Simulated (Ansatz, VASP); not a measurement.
## One calculation of MgS, two programs

INCAR

```
SYSTEM = MgS
PREC = Accurate
ENCUT = 600
EDIFF = 1E-6
ISMEAR = 0
SIGMA = 0.01
LREAL = .FALSE.
LASPH = .TRUE.
NELM = 200
ALGO = Normal
ISIF = 2
LWAVE = .FALSE.
LCHARG = .FALSE.
LNONCOLLINEAR = .TRUE.
MAGMOM = 0 0 0 0 0 0
LORBIT = 11
LSORBIT = .TRUE.
GGA_COMPAT = .FALSE.
LORBMOM = .TRUE.
GGA = PS
NBANDS = 20
```

Contents of KPOINTS:

```
regular mesh
0
G
  6 6 6
  0 0 0
```

File POSCAR:

```
MgS
1.0
    0.0000000000      2.6000000000      2.6000000000
    2.6000000000      0.0000000000      2.6000000000
    2.6000000000      2.6000000000      0.0000000000
Mg S
1 1
Direct
    0.0000000000      0.0000000000      0.0000000000
    0.5000000000      0.5000000000      0.5000000000
```

Input for Ansatz:

```yaml
crystal:
  lattice:
    - [0.0, 2.6, 2.6]
    - [2.6, 0.0, 2.6]
    - [2.6, 2.6, 0.0]
  atoms:
    - { symbol: Mg, position: [0.0, 0.0, 0.0] }
    - { symbol: S, position: [0.5, 0.5, 0.5] }
basis:
  ecutwfc: 420
kpoints:
  mp_grid: { grid: [6, 6, 6] }
  band_path:
    path:
      - [0.0, 0.0, 0.0]
      - [0.0, 0.0, 0.0]
      - [0.0, 0.0, 0.0]
      - [0.0, 0.0, 0.0]
      - [0.0, 0.0, 0.0]
      - [0.0, 0.0, 0.0]
      - [0.0, 0.0, 0.0]
      - [0.0, 0.0, 0.0]
      - [0.0, 0.0, 0.0]
      - [0.0, 0.0, 0.0]
      - [0.0, 0.0, 0.0]
      - [0.0, 0.0, 0.0]
      - [0.0, 0.0, 0.0]
      - [0.0, 0.0, 0.0]
      - [0.0, 0.0, 0.0]
      - [0.0, 0.0, 0.0]
      - [0.0, 0.0, 0.0]
      - [0.0, 0.0, 0.0]
      - [0.0, 0.0, 0.0]
      - [0.0, 0.0, 0.0]
      - [0.0, 0.0, 0.0]
      - [0.0, 0.0, 0.0]
      - [0.0, 0.0, 0.0]
      - [0.0, 0.0, 0.0]
      - [0.0, 0.0, 0.0]
      - [0.0, 0.0, 0.0]
      - [0.3, 0.3, 0.0]
      - [0.3166666667, 0.3166666667, 0.0]
      - [0.3333333333, 0.3333333333, 0.0]
      - [0.35, 0.35, 0.0]
      - [0.3666666667, 0.3666666667, 0.0]
      - [0.3833333333, 0.3833333333, 0.0]
      - [0.4, 0.4, 0.0]
      - [0.4166666667, 0.4166666667, 0.0]
      - [0.4333333333, 0.4333333333, 0.0]
      - [0.45, 0.45, 0.0]
      - [0.4666666667, 0.4666666667, 0.0]
      - [0.4833333333, 0.4833333333, 0.0]
      - [0.5, 0.5, 0.0]
      - [0.5, 0.5, 0.5]
      - [0.5, 0.5, 0.5]
      - [0.5, 0.5, 0.5]
      - [0.5, 0.5, 0.5]
      - [0.5, 0.5, 0.5]
      - [0.5, 0.5, 0.5]
      - [0.5, 0.5, 0.5]
      - [0.5, 0.5, 0.5]
      - [0.5, 0.5, 0.5]
      - [0.5, 0.5, 0.5]
      - [0.5, 0.5, 0.5]
      - [0.5, 0.5, 0.5]
      - [0.5, 0.5, 0.5]
      - [0.5, 0.5, 0.5]
      - [0.5, 0.5, 0.5]
      - [0.5, 0.5, 0.5]
      - [0.5, 0.5, 0.5]
      - [0.5, 0.5, 0.5]
      - [0.5, 0.5, 0.5]
      - [0.5, 0.5, 0.5]
      - [0.5, 0.5, 0.5]
      - [0.5, 0.5, 0.5]
      - [0.5, 0.5, 0.5]
      - [0.5, 0.5, 0.5]
      - [0.5, 0.5, 0.5]
      - [0.5, 0.5, 0.5]
    npoints: 1
hamiltonian:
  xc: pbesol
scf:
  occupations: { method: fixed }
  n_extra_bands: 10
output:
  eigenvalues: true
magnetization:
  noncollinear: true
  spin_orbit: true
```

Alike in both runs: task single point; functional PBEsol; k mesh 6 × 6 × 6; non-collinear spin, spin-orbit coupling.

|  | VASP | Ansatz |
| --- | --- | --- |
| version | VASP 6.6.1 | Ansatz 0.2.0 |
| potentials or method | VASP PAW PBE potentials, release 64 (Mg, S), cutoff 600 eV | plane waves, PAW |
| occupations | gaussian, width 0.01 eV | fixed |
| valence electrons in the cell | 8 | 16 |

|  | VASP | Ansatz | Ansatz less VASP |
| --- | --- | --- | --- |
| net moment per atom (μB) | 0.00 | 0.00 | 0.000 |

VASP's potentials were made for PBE, not for PBEsol. VASP's potentials hold 8 valence electrons a cell and Ansatz's 16, so a difference there can come from the potentials and not from the codes.
